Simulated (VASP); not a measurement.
Runs of VASP 6.6.1 on BaTe. The structure is that of space group Fm-3m (No. 225), or close to it. The cells are those of the table. 

```tsv
level	cell	gap on the mesh (eV)	pressure (GPa)
PBEsol	a = 4.843 Å, angles 60.0°, 2 atoms	(c)	1.9
PBE+D3(BJ)	a = 4.928 Å, angles 60.0°, 2 atoms	1.49	0.3
PBEsol	a = 4.909 Å, angles 60.0°, 2 atoms	1.37	0.4
PBE+D3(BJ)	a = 4.862 Å, angles 60.0°, 2 atoms	(b)	1.8
PBE+D3(BJ)	a = 4.847 Å, angles 60.0°, 2 atoms	1.37	(a)
```

Alike in all rows: task single point; potentials or basis VASP PAW PBE potentials, release 64 (Ba_sv, Te); no spin polarisation; k mesh 6 × 6 × 6; cutoff (eV) 520; smearing gaussian 0.05 eV.

Q: Fill in the values left out.

A: (a) 2.1; (b) 1.39; (c) 1.27.

Caveats: spin-orbit coupling is left out, which moves the levels of the heavy elements; the PAW data sets were made with another functional, which shifts forces and pressure a little (at least some runs).

A k mesh can miss the band edges, and the runs leave out spin-orbit coupling on Ba, Te.
